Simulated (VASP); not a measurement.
## Al2Cu: single point with PBE

Al2Cu:

```
Al Cu
1.0
    -2.01354    2.01354    2.84757
     2.01354   -2.01354    2.84757
     2.01354    2.01354   -2.84757
Al Cu
2 1
Direct
  0.75000 0.25000 0.50000
  0.25000 0.75000 0.50000
  0.50000 0.50000 0.00000
```

```json
{"Program": "VASP 6.6.1", "Task": "single point", "Functional": "PBE", "Potentials or basis": "VASP PAW PBE potentials, release 64 (Al, Cu)", "Cutoff": "520 eV", "k mesh": "14 × 14 × 14", "Occupations": "fermi-dirac, width 0.15 eV", "Spin": "no spin polarisation"}
```

* Pressure: 5.1 GPa
* Band gap on the k mesh: zero (an odd number of electrons rules out a gap without spin polarisation)

Levels at points of the mesh, in eV from the Fermi level:
```tsv
k point	band 7	band 8	band 9	band 10	band 11	band 12
(0.00, 0.00, 0.00)	2.93	2.93	2.93	2.99	2.99	2.99
(0.50, 0.00, 0.00)	-4.05	0.61	0.61	2.97	2.97	3.97
(0.50, 0.50, 0.00)	-3.82	-2.04	-2.04	0.43	1.53	9.07
```

Wall time 70 s on 1 thread of Intel(R) Xeon(R) Platinum 8259CL CPU @ 2.50GHz (Skylake/Cascade Lake), with other jobs on the host, peak memory 0.22 GiB.

Caveat: the cell stands under pressure.
